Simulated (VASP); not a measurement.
Write the native input for VASP 6.6.1 that does the following.

* Task: single point
* Functional: PBE
* Dispersion: D3(BJ)
* Potentials or basis: VASP PAW PBE potentials, release 64 (Al, O)
* Cutoff: 520 eV
* k mesh: 9 × 9 × 4
* Occupations: gaussian, width 0.05 eV
* Spin: no spin polarisation
* Dipole correction: no
* Further INCAR settings: ALGO = Normal; EDIFF = 1e-07; NBANDS = 20

The structure of Al2O3 lies in POSCAR:

```
Al2O3
1.0
    2.8672039189      0.0000000000      0.0000000000
   -1.4336019595      2.4830714316      0.0000000000
    0.0000000000      0.0000000000      7.2962596973
Al O
2 3
Direct
    0.0000000000      0.0000000000      0.1907358529
    0.0000000000      0.0000000000      0.8092641471
    0.3333333333      0.6666666667      0.2772396691
    0.6666666667      0.3333333333      0.0000000000
    0.3333333333      0.6666666667      0.7227603309
```

This cell differs from its parent crystal: atoms shifted along a free coordinate.

These files were run (other wordings do the same):

INCAR

```
SYSTEM = Al2O3
PREC = Accurate
ENCUT = 520
EDIFF = 1E-7
ISMEAR = 0
SIGMA = 0.05
LREAL = .FALSE.
LASPH = .TRUE.
NELM = 100
ALGO = Normal
ISIF = 2
LWAVE = .FALSE.
LCHARG = .FALSE.
GGA = PE
IVDW = 12
NBANDS = 20
```

KPOINTS

```
Automatic mesh
0
G
  9 9 4
  0 0 0
```

Potentials or basis: VASP PAW PBE potentials, release 64 (Al, O).

The run is started by

```sh
$ cat potpaw_PBE.64/Al/POTCAR potpaw_PBE.64/O/POTCAR > POTCAR
$ mpirun -np 1 vasp_std > vasp.out
```

It gave:

```
Pressure                   : 3.8 GPa
Largest force              : 0.869 eV/Å
Band gap on the k mesh     : 4.74 eV (least direct gap 4.89 eV)
Dispersion energy per atom : -0.195 eV
```

Caveat: the cell differs from its parent crystal (atoms shifted along a free coordinate); the cell stands under pressure; an odd mesh through Γ misses points on the zone boundary, where band edges can lie.

Run time: 53 s on 1 thread of Intel Xeon 8259CL, with other jobs on the host, peak memory 0.2 GiB.
